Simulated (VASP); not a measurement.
# Fe (Fd-3m) in VASP: further runs

Fe is run at these levels: PBE; tasks: single point.

Everything below comes from runs of VASP 6.6.1. Logs are shortened: lines on timing, memory, paths and dates and some standing lists are left out, and cuts for length are marked.

### 1 The cell of the first run

The structure is cubic, space group Fd-3m (No. 227). Conventional cell: a = 5.002 Å, b = 5.002 Å, c = 5.002 Å, α = 90.00°, β = 90.00°, γ = 90.00°. Fe (site symmetry -43m) has 4 Fe at 2.17 Å within 2.9 Å.

### 2 Single point, PBE (volume scaled by 1.08)

Contents of INCAR:

```
PREC = Accurate
ENCUT = 520
EDIFF = 1E-6
ISMEAR = -1
SIGMA = 0.1
LREAL = False
LASPH = True
NELM = 100
ALGO = Normal
ISIF = 2
LWAVE = False
LCHARG = False
GGA = PE
NBANDS = 15
```

Contents of KPOINTS:

```
Automatic mesh
0
Gamma
  13 13 13
```

Contents of POSCAR:

```
Fe
1.0
    0.0000000000      2.5011469988      2.5011469988
    2.5011469988      0.0000000000      2.5011469988
    2.5011469988      2.5011469988      0.0000000000
Fe
2
Direct
    0.1250000000      0.1250000000      0.1250000000
    0.8750000000      0.8750000000      0.8750000000
```

Potentials or basis: VASP PAW PBE potentials, release 64 (Fe).

Started as:

```bash
> cat potpaw_PBE.64/Fe/POTCAR > POTCAR
> mpirun -np 1 vasp_std > vasp.out
```

OUTCAR:

```text
PREC = Accurate
   ENCUT = 520
   EDIFF = 1E-6
   ISMEAR = -1
   LREAL = False
   LASPH = True
   NELM = 100
   ISIF = 2
   GGA = PE

 ion  position               nearest neighbor table
   1  0.125  0.125  0.125-   2 2.17   2 2.17   2 2.17   2 2.17
   2  0.875  0.875  0.875-   1 2.17   1 2.17   1 2.17   1 2.17

  LATTYP: Found a face centered cubic cell.
 ALAT       =     5.0022939976

  Lattice vectors:

 A1 = (   0.0000000000,   2.5011469988,   2.5011469988)
 A2 = (   2.5011469988,   0.0000000000,   2.5011469988)
 A3 = (   2.5011469988,   2.5011469988,   0.0000000000)

Analysis of symmetry for initial positions (statically):
=====================================================================
 Subroutine PRICEL returns:
 Original cell was already a primitive cell.

 Routine SETGRP: Setting up the symmetry group for a
 face centered cubic supercell.

 Subroutine GETGRP returns: Found 48 space group operations
 (whereof 12 operations were pure point group operations)
 out of a pool of 48 trial point group operations.

The static configuration has the point symmetry D_3d.
 The point group associated with its full space group is O_h .

Analysis of symmetry for dynamics (positions and initial velocities):
=====================================================================
 Subroutine PRICEL returns:
 Original cell was already a primitive cell.

 Routine SETGRP: Setting up the symmetry group for a
 face centered cubic supercell.

 Subroutine GETGRP returns: Found 48 space group operations
 (whereof 12 operations were pure point group operations)
 out of a pool of 48 trial point group operations.

The dynamic configuration has the point symmetry D_3d.
 The point group associated with its full space group is O_h .

 Subroutine INISYM returns: Found 48 space group operations
 (whereof 12 operations are pure point group operations),
 and found     1 'primitive' translations

----------------------------------------------------------------------------------------

                                     Primitive cell

  volume of cell :      31.2930

  direct lattice vectors                    reciprocal lattice vectors
     0.000000000  2.501146999  2.501146999    -0.199908282  0.199908282  0.199908282
     2.501146999  0.000000000  2.501146999     0.199908282 -0.199908282  0.199908282
     2.501146999  2.501146999  0.000000000     0.199908282  0.199908282 -0.199908282

[... 85 lines left out ...]
   EDIFFG = 0.1E-04   stopping-criterion for IOM
   NSW    =      0    number of steps for IOM
   IBRION =     -1    ionic relax: 0-MD 1-quasi-New 2-CG
   NFREE  =      0    steps in history (QN), initial steepest desc. (CG)
   ISIF   =      2    stress and relaxation
   ISYM   =      2    0-nonsym 1-usesym 2-fastsym
   POTIM  = 0.5000    time-step for ionic-motion
   TEBEG  =    0.0;   TEEND  =   0.0 temperature during run
   PSTRESS=    0.0 pullay stress
   NELECT =      16.0000    total number of electrons
   NUPDOWN=      -1.0000    fix difference up-down
   EMIN   =  10.00;   EMAX   =-10.00  energy-range for DOS
   EFERMI =   0.00;   METHOD = LEGACY
   ISMEAR =    -1;   SIGMA  =   0.10  broadening in eV -4-tet -1-fermi 0-gaus
   EFERMI_NEDOS =   21; number of points for ismear=-14 and -15
   IALGO  =     38    algorithm
   IMIX   =      4    mixing-type and parameters
     AMIX     =   0.40;   BMIX     =  1.00
     AMIX_MAG =   1.60;   BMIX_MAG =  1.00
  volume/ion in A,a.u.               =      15.65       105.59
  Fermi-wavevector in a.u.,A,eV,Ry     =   1.309078  2.473799 23.316112  1.713686
  Thomas-Fermi vector in A             =   2.439702
   LORBIT       =      0    0 simple, 1 ext, 2 COOP (PROOUT), +10 PAW based schemes
   GGA     = PE    functional components
   LHFCALC =     F    Hartree Fock is set to
   AEXX    =    0.0000 exact exchange contribution
   IVDW    =     0    specifies the selected vdW correction
   LEPSILON=     F    determine dielectric tensor
   LRPA    =     F    only Hartree local field effects (RPA)
 non-spin polarized calculation
  energy-cutoff  :      520.00
  volume of cell :       31.29
 maximum number of plane-waves:       877
   NGX = 13   NGY = 13   NGZ = 13

 number of electron      15.9999993 magnetization

 Free energy of the ion-electron system (eV)
  ---------------------------------------------------
  ext. energy  EPLUGINS =         0.00000000
  ---------------------------------------------------
  free energy    TOTEN  =       -13.94015241 eV

  energy without entropy =      -13.84745172  energy(sigma->0) =      -13.89380207

 E-fermi :   2.9696     XC(G=0): -11.1181

 val. band max:        2.9464586326   @ k =   0.3077   0.1538   0.0769
 cond. band min:       2.9777416296   @ k =   0.2308   0.2308   0.0000
 fundamental gap:      0.0312829970
 Fermi energy:         2.9695796231

 k-point     1 :       0.0000    0.0000    0.0000
  band No.  band energies     occupation
      1      -3.3237      2.00000
      2       0.5094      2.00000
      3       0.5094      2.00000
      4       0.7314      2.00000
      5       0.7314      2.00000
      6       0.7314      2.00000
      7       2.6068      1.94824
      8       2.6068      1.94824
      9       2.6068      1.94824
     10       4.0512      0.00004
     11       4.0512      0.00004
     12      16.4520      0.00000
     13      16.4520      0.00000
     14      16.4520      0.00000
[... 401 lines left out ...]
      2       0.0413      2.00000
      3       0.7033      2.00000
      4       0.7279      2.00000
      5       0.9554      2.00000
      6       1.2845      2.00000
      7       1.8599      1.99997
      8       3.0678      0.54505
      9       3.0690      0.54024
     10       3.7647      0.00070
     11       4.0972      0.00003
     12       5.9767      0.00000
     13      11.2074      0.00000
     14      11.3427      0.00000
     15      14.3570      0.00000

 [... further k-points ...]
[... 5 lines left out ...]
  --------------------------------------------------------------------------------------
  -------------------------------------------------------------------------------------
  Total       -2.1085630     -2.1085630     -2.1085630      0.0000000     -0.0000000      0.0000000
  in kB     -107.9566800   -107.9566800   -107.9566800      0.0000000     -0.0000000      0.0000000
  external PRESSURE =    -107.9566800 kB  Pullay stress =       0.0000000 kB

 VOLUME and BASIS-vectors are now :
 -----------------------------------------------------------------------------
  energy-cutoff  :      520.00
  volume of cell :       31.29
      direct lattice vectors                 reciprocal lattice vectors
     0.000000000  2.501146999  2.501146999    -0.199908282  0.199908282  0.199908282
     2.501146999  0.000000000  2.501146999     0.199908282 -0.199908282  0.199908282
     2.501146999  2.501146999  0.000000000     0.199908282  0.199908282 -0.199908282

 POSITION                                       TOTAL-FORCE (eV/Angst)
 -----------------------------------------------------------------------------------
      0.62529      0.62529      0.62529        -0.000000     -0.000000     -0.000000
      4.37701      4.37701      4.37701         0.000000      0.000000      0.000000
 -----------------------------------------------------------------------------------
    total drift:                                0.000000     -0.000000     -0.000000

  FREE ENERGIE OF THE ION-ELECTRON SYSTEM (eV)
  ---------------------------------------------------
  free  energy   TOTEN  =       -13.9401524108 eV

  energy  without entropy=      -13.8474517231  energy(sigma->0) =      -13.89380207
```

OSZICAR:

```text
N       E                     dE             d eps       ncg     rms          rms(c)
DAV:   1     0.803862306597E+02    0.80386E+02   -0.68814E+03  2520   0.125E+03
DAV:   2    -0.135555890520E+02   -0.93942E+02   -0.81416E+02  2520   0.231E+02
DAV:   3    -0.156996853641E+02   -0.21441E+01   -0.20614E+01  2919   0.517E+01
DAV:   4    -0.157152132341E+02   -0.15528E-01   -0.15525E-01  2926   0.385E+00
DAV:   5    -0.157154506371E+02   -0.23740E-03   -0.23740E-03  3031   0.464E-01    0.118E+01
DAV:   6    -0.144113466289E+02    0.13041E+01   -0.12019E+01  3003   0.651E+01    0.454E+00
DAV:   7    -0.139586997522E+02    0.45265E+00   -0.17180E+00  3087   0.245E+01    0.142E+00
DAV:   8    -0.139435216044E+02    0.15178E-01   -0.14916E-02  2959   0.172E+00    0.651E-01
DAV:   9    -0.139402316790E+02    0.32899E-02   -0.39575E-03  3486   0.878E-01    0.775E-02
DAV:  10    -0.139401559650E+02    0.75714E-04   -0.13371E-04  3055   0.203E-01    0.180E-02
DAV:  11    -0.139401522245E+02    0.37405E-05   -0.49104E-06  2667   0.217E-02    0.181E-03
DAV:  12    -0.139401524108E+02   -0.18631E-06   -0.80286E-08  1582   0.375E-03
   1 F= -.13940152E+02 E0= -.13893802E+02  d E =-.927007E-01
```

stdout:

```text
POSCAR found type information on POSCAR Fe
 POSCAR found :  1 types and       2 ions
 scaLAPACK will be used
 LDA part: xc-table for (Slater+PW92), standard interpolation
 POSCAR, INCAR and KPOINTS ok, starting setup
 FFT: planning ... GRIDC
 FFT: planning ... GRID_SOFT
 FFT: planning ... GRID
 WAVECAR not read
 entering main loop
```

It used 28 s of CPU time on 1 thread of Intel Xeon 6975P-C, with other jobs on the host.

What came out:

- Free energy: -13.9402 eV
- Pressure: -10.8 GPa
- Band gap on the k mesh: zero (band 8 reaches 3.30 eV, above the bottom of band 9 at 2.59 eV)

Levels at points of the mesh, in eV from the Fermi level:
```csv
k point,band 6,band 7,band 8,band 9,band 10,band 11
"(0.00, 0.00, 0.00)",-2.24,-0.36,-0.36,-0.36,1.08,1.08
```

Caveat: the run has no spin polarisation, though such a crystal can be magnetic.

(Part 1 of 2 ends here.)
